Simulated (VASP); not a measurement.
# AgBr (Fm-3m) in VASP: single point with PBE

Aim: the single point of AgBr with PBE.

Everything below comes from runs of VASP 6.6.1. Logs are shortened: lines on timing, memory, paths and dates and some standing lists are left out, and cuts for length are marked.

## (1) The cell of the first run

It takes space group Fm-3m (No. 225, cubic). The conventional cell has a = 5.740 Å, b = 5.740 Å, c = 5.740 Å, α = 90.00°, β = 90.00°, γ = 90.00°. Within 3.8 Å of Ag (site symmetry m-3m) lie 6 Br at 2.87 Å. Within 3.8 Å of Br (site symmetry m-3m) lie 6 Ag at 2.87 Å.

## (2) Single point, PBE

Contents of INCAR:

```
ALGO = Normal
EDIFF = 1E-6
ENCUT = 500
GGA = PE
GGA_COMPAT = F
ISIF = 2
ISMEAR = 0
LASPH = T
LCHARG = F
LREAL = F
LWAVE = F
NBANDS = 16
NELM = 120
PREC = Accurate
SIGMA = 0.01
```

Contents of KPOINTS:

```
k-points
0
Gamma
  5 5 5
```

Contents of POSCAR:

```
AgBr
1.0
    4.0590050000      0.0000000000      0.0000000000
    2.0295025000      3.5152014441      0.0000000000
    2.0295025000      1.1717338147      3.3141637045
Ag Br
1 1
Direct
    0.0000000000      0.0000000000      0.0000000000
    0.5000000000      0.5000000000      0.5000000000
```

Potentials or basis: VASP PAW PBE potentials, release 64 (Ag, Br).

The run is started by

```sh
$ cat potpaw_PBE.64/Ag/POTCAR potpaw_PBE.64/Br/POTCAR > POTCAR
$ mpirun -np 1 vasp_std > vasp.out
```

OUTCAR:

```text
EDIFF = 1E-6
   ENCUT = 500
   GGA = PE
   ISIF = 2
   ISMEAR = 0
   LASPH = T
   LREAL = F
   NELM = 120
   PREC = Accurate

 ion  position               nearest neighbor table
   1  0.000  0.000  0.000-   2 2.87   2 2.87   2 2.87   2 2.87   2 2.87   2 2.87
   2  0.500  0.500  0.500-   1 2.87   1 2.87   1 2.87   1 2.87   1 2.87   1 2.87

  LATTYP: Found a face centered cubic cell.
 ALAT       =     5.7402999208

  Lattice vectors:

 A1 = (   4.0590050000,   0.0000000000,   0.0000000000)
 A2 = (   2.0295025000,   3.5152014441,   0.0000000000)
 A3 = (   2.0295025000,   1.1717338147,   3.3141637045)

Analysis of symmetry for initial positions (statically):
=====================================================================
 Subroutine PRICEL returns:
 Original cell was already a primitive cell.

 Routine SETGRP: Setting up the symmetry group for a
 face centered cubic supercell.

 Subroutine GETGRP returns: Found 48 space group operations
 (whereof 48 operations were pure point group operations)
 out of a pool of 48 trial point group operations.

The static configuration has the point symmetry O_h .

Analysis of symmetry for dynamics (positions and initial velocities):
=====================================================================
 Subroutine PRICEL returns:
 Original cell was already a primitive cell.

 Routine SETGRP: Setting up the symmetry group for a
 face centered cubic supercell.

 Subroutine GETGRP returns: Found 48 space group operations
 (whereof 48 operations were pure point group operations)
 out of a pool of 48 trial point group operations.

The dynamic configuration has the point symmetry O_h .

 Subroutine INISYM returns: Found 48 space group operations
 (whereof 48 operations are pure point group operations),
 and found     1 'primitive' translations

----------------------------------------------------------------------------------------

                                     Primitive cell

  volume of cell :      47.2872

  direct lattice vectors                    reciprocal lattice vectors
     4.059005000  0.000000000  0.000000000     0.246365797 -0.142239359 -0.100578415
     2.029502500  3.515201444  0.000000000     0.000000000  0.284478718 -0.100578415
     2.029502500  1.171733815  3.314163704     0.000000000  0.000000000  0.301735246

  length of vectors
     4.059005000  4.059005000  4.059005000     0.301735246  0.301735246  0.301735246

  position of ions in fractional coordinates (direct lattice)
     0.000000000  0.000000000  0.000000000
     0.500000000  0.500000000  0.500000000

  ion indices of the primitive-cell ions
   primitive index   ion index
                 1           1
                 2           2

----------------------------------------------------------------------------------------

 KPOINTS: k-points

Automatic generation of k-mesh.
 Grid dimensions read from file:
 generate k-points for:    5    5    5

 Generating k-lattice:

  Cartesian coordinates                     Fractional coordinates (reciprocal lattice)
     0.049273159 -0.028447872 -0.020115683     0.200000000  0.000000000  0.000000000
     0.000000000  0.056895744 -0.020115683     0.000000000  0.200000000  0.000000000
     0.000000000  0.000000000  0.060347049     0.000000000  0.000000000  0.200000000

  Length of vectors
     0.060347049  0.060347049  0.060347049

  Shift w.r.t. Gamma in fractional coordinates (k-lattice)
     0.000000000  0.000000000  0.000000000

 Subroutine IBZKPT returns following result:
 ===========================================

 Found     10 irreducible k-points:

 Following reciprocal coordinates:
            Coordinates               Weight
  0.000000  0.000000  0.000000      1.000000
  0.200000 -0.000000 -0.000000      8.000000
  0.400000  0.000000 -0.000000      8.000000
  0.200000  0.200000 -0.000000      6.000000
  0.400000  0.200000  0.000000     24.000000
 -0.400000  0.200000  0.000000     24.000000
 -0.200000  0.200000  0.000000     12.000000
  0.400000  0.400000 -0.000000      6.000000
 -0.400000  0.400000 -0.000000     12.000000
 -0.400000  0.400000  0.200000     24.000000
   k-points           NKPTS =     10   k-points in BZ     NKDIM =     10   number of bands    NBANDS=     16
   number of dos      NEDOS =    301   number of ions     NIONS =      2
   total plane-waves  NPLWV =  27000
   dimension x,y,z NGX =    30 NGY =   30 NGZ =   30
   dimension x,y,z NGXF=    60 NGYF=   60 NGZF=   60
   ions per type =               1   1
   NGX,Y,Z   is equivalent  to a cutoff of  12.29, 12.29, 12.29 a.u.
   NGXF,Y,Z  is equivalent  to a cutoff of  24.57, 24.57, 24.57 a.u.
 SYSTEM =  unknown system
   PREC   = accura    normal or accurate (medium, high low for compatibility)
   ISTART =      0    job   : 0-new  1-cont  2-samecut
   ICHARG =      2    charge: 1-file 2-atom 10-const
   ISPIN  =      1    spin polarized calculation?
   LNONCOLLINEAR =      F non collinear calculations
   LSORBIT =      F    spin-orbit coupling
   LASPH  =      T    aspherical Exc in radial PAW
   ENCUT  =  500.0 eV  36.75 Ry    6.06 a.u.   7.40  7.40  7.40*2*pi/ulx,y,z
   NELM   =    120;   NELMIN=  2; NELMDL= -5     # of ELM steps
   EDIFF  = 0.1E-05   stopping-criterion for ELM
   LREAL  =      F    real-space projection
   EDIFFG = 0.1E-04   stopping-criterion for IOM
   NSW    =      0    number of steps for IOM
   IBRION =     -1    ionic relax: 0-MD 1-quasi-New 2-CG
   NFREE  =      0    steps in history (QN), initial steepest desc. (CG)
   ISIF   =      2    stress and relaxation
   ISYM   =      2    0-nonsym 1-usesym 2-fastsym
   POTIM  = 0.5000    time-step for ionic-motion
   TEBEG  =    0.0;   TEEND  =   0.0 temperature during run
   PSTRESS=    0.0 pullay stress
   NELECT =      18.0000    total number of electrons
   NUPDOWN=      -1.0000    fix difference up-down
   EMIN   =  10.00;   EMAX   =-10.00  energy-range for DOS
   EFERMI =   0.00;   METHOD = LEGACY
   ISMEAR =     0;   SIGMA  =   0.01  broadening in eV -4-tet -1-fermi 0-gaus
   EFERMI_NEDOS =   21; number of points for ismear=-14 and -15
   IALGO  =     38    algorithm
   IMIX   =      4    mixing-type and parameters
     AMIX     =   0.40;   BMIX     =  1.00
     AMIX_MAG =   1.60;   BMIX_MAG =  1.00
  volume/ion in A,a.u.               =      23.64       159.55
  Fermi-wavevector in a.u.,A,eV,Ry     =   1.186454  2.242074 19.152571  1.407674
  Thomas-Fermi vector in A             =   2.322627
   LORBIT       =      0    0 simple, 1 ext, 2 COOP (PROOUT), +10 PAW based schemes
   GGA     = PE    functional components
   LHFCALC =     F    Hartree Fock is set to
   AEXX    =    0.0000 exact exchange contribution
   IVDW    =     0    specifies the selected vdW correction
   LEPSILON=     F    determine dielectric tensor
   LRPA    =     F    only Hartree local field effects (RPA)
 non-spin polarized calculation
 Gauss-broadening in eV      SIGMA  =   0.01
  energy-cutoff  :      500.00
  volume of cell :       47.29
 maximum number of plane-waves:      1243
 NGX is ok and might be reduce to    30
   NGX = 15   NGY = 15   NGZ = 15

 number of electron      18.0000002 magnetization

 Free energy of the ion-electron system (eV)
  ---------------------------------------------------
  ext. energy  EPLUGINS =         0.00000000
  ---------------------------------------------------
  free energy    TOTEN  =        -4.97814821 eV

  energy without entropy =       -4.97814821  energy(sigma->0) =       -4.97814821

 E-fermi :   3.5312     XC(G=0):  -9.8591

 val. band max:        3.4838225437   @ k =   0.4000   0.0000  -0.0000
 cond. band min:       4.2947110957   @ k =   0.0000   0.0000   0.0000
 fundamental gap:      0.8108885520
 Fermi energy:         3.5311701239

 k-point     1 :       0.0000    0.0000    0.0000
  band No.  band energies     occupation
      1     -11.4552      2.00000
      2       0.8241      2.00000
      3       0.8241      2.00000
      4       0.8241      2.00000
      5       0.8246      2.00000
      6       0.8246      2.00000
[... 8 lines left out ...]
     15      15.4119      0.00000
     16      15.4119      0.00000

 k-point     2 :       0.2000   -0.0000   -0.0000
  band No.  band energies     occupation
      1     -11.3095      2.00000
      2      -0.1171      2.00000
      3       0.1022      2.00000
      4       0.1022      2.00000
      5       0.9265      2.00000
      6       0.9265      2.00000
[... 8 lines left out ...]
     15      14.6968      0.00000
     16      14.8001      0.00000

 k-point     3 :       0.4000    0.0000   -0.0000
  band No.  band energies     occupation
      1     -11.0531      2.00000
      2      -1.4533      2.00000
      3      -0.4767      2.00000
      4      -0.4767      2.00000
      5       1.1001      2.00000
      6       1.1001      2.00000
[... 8 lines left out ...]
     15      16.2557      0.00000
     16      16.2557      0.00000

 k-point     4 :       0.2000    0.2000   -0.0000
  band No.  band energies     occupation
      1     -11.2727      2.00000
      2      -0.5974      2.00000
      3       0.6065      2.00000
      4       0.6065      2.00000
      5       0.7289      2.00000
      6       0.8796      2.00000
[... 8 lines left out ...]
     15      17.0450      0.00000
     16      17.7228      0.00000

 k-point     5 :       0.4000    0.2000    0.0000
  band No.  band energies     occupation
      1     -11.0729      2.00000
      2      -1.0653      2.00000
      3      -0.2051      2.00000
      4      -0.0458      2.00000
      5       0.9046      2.00000
      6       1.1270      2.00000
[... 8 lines left out ...]
     15      17.3903      0.00000
     16      17.5044      0.00000

 k-point     6 :      -0.4000    0.2000    0.0000
  band No.  band energies     occupation
      1     -10.9827      2.00000
      2      -1.2887      2.00000
      3      -0.4714      2.00000
      4      -0.4422      2.00000
      5       1.0946      2.00000
      6       1.1266      2.00000
[... 8 lines left out ...]
     15      16.0400      0.00000
     16      17.3794      0.00000

 k-point     7 :      -0.2000    0.2000    0.0000
  band No.  band energies     occupation
      1     -11.1365      2.00000
      2      -0.9630      2.00000
      3      -0.3849      2.00000
      4       0.1138      2.00000
      5       0.9830      2.00000
      6       1.0789      2.00000
[... 8 lines left out ...]
     15      17.0476      0.00000
     16      17.0918      0.00000

 k-point     8 :       0.4000    0.4000   -0.0000
  band No.  band energies     occupation
      1     -11.0142      2.00000
      2      -0.8492      2.00000
      3       0.5765      2.00000
      4       0.6741      2.00000
      5       0.6741      2.00000
      6       0.9696      2.00000
[... 8 lines left out ...]
     15      18.3152      0.00000
     16      19.0483      0.00000

 k-point     9 :      -0.4000    0.4000   -0.0000
  band No.  band energies     occupation
      1     -10.9587      2.00000
      2      -0.5639      2.00000
      3      -0.3205      2.00000
      4      -0.0153      2.00000
      5       0.9202      2.00000
      6       1.2024      2.00000
[... 8 lines left out ...]
     15      17.0895      0.00000
     16      19.0773      0.00000

 k-point    10 :      -0.4000    0.4000    0.2000
  band No.  band energies     occupation
      1     -10.9683      2.00000
      2      -0.8614      2.00000
      3      -0.3982      2.00000
      4      -0.1521      2.00000
      5       1.1145      2.00000
      6       1.1480      2.00000
[... 8 lines left out ...]
     15      16.6372      0.00000
     16      18.9513      0.00000

------------------------ aborting loop because EDIFF is reached ----------------------------------------

  FORCE on cell =-STRESS in cart. coord.  units (eV):
  Direction    XX          YY          ZZ          XY          YZ          ZX
  --------------------------------------------------------------------------------------
  -------------------------------------------------------------------------------------
  Total        0.6934467      0.6934467      0.6934467      0.0000000     -0.0000000     -0.0000000
  in kB       23.4952409     23.4952409     23.4952409      0.0000000     -0.0000000     -0.0000000
  external PRESSURE =      23.4952409 kB  Pullay stress =       0.0000000 kB

 VOLUME and BASIS-vectors are now :
 -----------------------------------------------------------------------------
  energy-cutoff  :      500.00
  volume of cell :       47.29
      direct lattice vectors                 reciprocal lattice vectors
     4.059005000  0.000000000  0.000000000     0.246365797 -0.142239359 -0.100578415
     2.029502500  3.515201444  0.000000000     0.000000000  0.284478718 -0.100578415
     2.029502500  1.171733815  3.314163704     0.000000000  0.000000000  0.301735246

 POSITION                                       TOTAL-FORCE (eV/Angst)
 -----------------------------------------------------------------------------------
      0.00000      0.00000      0.00000        -0.000000     -0.000000      0.000000
      4.05900      2.34347      1.65708         0.000000      0.000000      0.000000
 -----------------------------------------------------------------------------------
    total drift:                                0.000000     -0.000000     -0.000000

  FREE ENERGIE OF THE ION-ELECTRON SYSTEM (eV)
  ---------------------------------------------------
  free  energy   TOTEN  =        -4.9781482100 eV

  energy  without entropy=       -4.9781482100  energy(sigma->0) =       -4.97814821
```

Run time: 5.4 s. Hardware: 1 thread of AMD EPYC 9R45 (Zen 5), shared host; peak memory 0.13 GiB.

Results:

```
Free energy            : -4.9781 eV
Pressure               : 2.3 GPa
Band gap on the k mesh : 0.81 eV (least direct gap 2.60 eV)
```

Caveat: an odd mesh through Γ misses points on the zone boundary, where band edges can lie. A hybrid or GW would open this gap; PBE tends to underestimate it.
